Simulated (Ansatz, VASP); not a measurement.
# One calculation of Ga4BAs3, two programs

```xyz
8
Lattice="-2.7831 2.7831 5.4511 2.7831 -2.7831 5.4511 2.7831 2.7831 -5.4511" Properties=species:S:1:pos:R:3 pbc="T T T"
Ga    1.2162    1.2162   -1.2067
Ga    1.5668    1.5668    4.2444
Ga    1.5668   -1.5668    6.6579
Ga   -1.5668    1.5668    6.6579
B     0.0000    0.0000    0.0000
As    2.7831    0.0000    2.7256
As    0.0000    2.7831    2.7256
As    0.0000    0.0000    5.4511
```

Alike in both runs: functional PBE; k mesh 8 × 8 × 8; occupations gaussian, width 0.1 eV; no spin polarisation.

Ansatz relaxed the structure, and its values are those at the end. VASP's run is a single point on that final structure, the one shown.

```csv
,VASP,Ansatz
version,VASP 6.6.1,Ansatz 0.2.0
potentials or method,"VASP PAW PBE potentials, release 64 (Ga_d, B, As), cutoff 520 eV","scalar-relativistic, plane waves, PAW"
valence electrons in the cell,70,100
```

VASP gave:

| Property | Result |
| --- | --- |
| gap on the k mesh at the Fermi level (eV) | none |
| pressure (GPa) | 0.1 |
| rms of the force components (eV/Å) | 0.006 |

Task: Estimate Ansatz's values.

Result: gap on the k mesh at the Fermi level (eV): none; pressure (GPa): 0.0; rms of the force components (eV/Å): 0.000.

A gap of «none» marks a metal or a gap that the smearing closes. VASP's potentials hold 70 valence electrons a cell and Ansatz's 100, so a difference there can come from the potentials and not from the codes.
